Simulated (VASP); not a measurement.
Here is a VASP 6.6.1 calculation.

Contents of INCAR:

```
SYSTEM = Hf
ALGO = Fast ; EDIFF = 1E-6
ENCUT = 520 ; ISIF = 2
ISMEAR = 0 ; LASPH = .TRUE.
LCHARG = .TRUE. ; LELF = .TRUE.
LREAL = .FALSE. ; LVHAR = .TRUE.
LWAVE = .FALSE. ; NBANDS = 11
NELM = 100 ; PREC = Accurate
SIGMA = 0.15
```

The input KPOINTS:

```
k-points
0
G
  20 20 20
  0 0 0
```

File POSCAR:

```
Hf
1.0
    0.0000000000      2.6419278582      1.6623010084
    2.6419278582      0.0000000000      1.6623010084
    2.6419278582      2.6419278582      0.0000000000
Hf
1
Direct
    0.0000000000      0.0000000000      0.0000000000
```

Potentials or basis: VASP PAW LDA potentials, release 64 (Hf_pv).

The run is started by

```console
$ cat potpaw_LDA.64/Hf_pv/POTCAR > POTCAR
$ mpirun -np 1 vasp_std > vasp.out
```

Question: What does it give for the pressure?

Answer: -11.5 GPa.

Question: Predict the band gap on the k mesh.

Answer: Zero (bands 5 and 6 overlap by 1.84 eV).

Stress tensor (GPa, compression positive):
```
-10.29   0.00   0.00
  0.00 -10.29   0.00
  0.00   0.00 -13.89
```

Caveat: the cell stands under tension; spin-orbit coupling is left out, which moves the levels of the heavy elements.
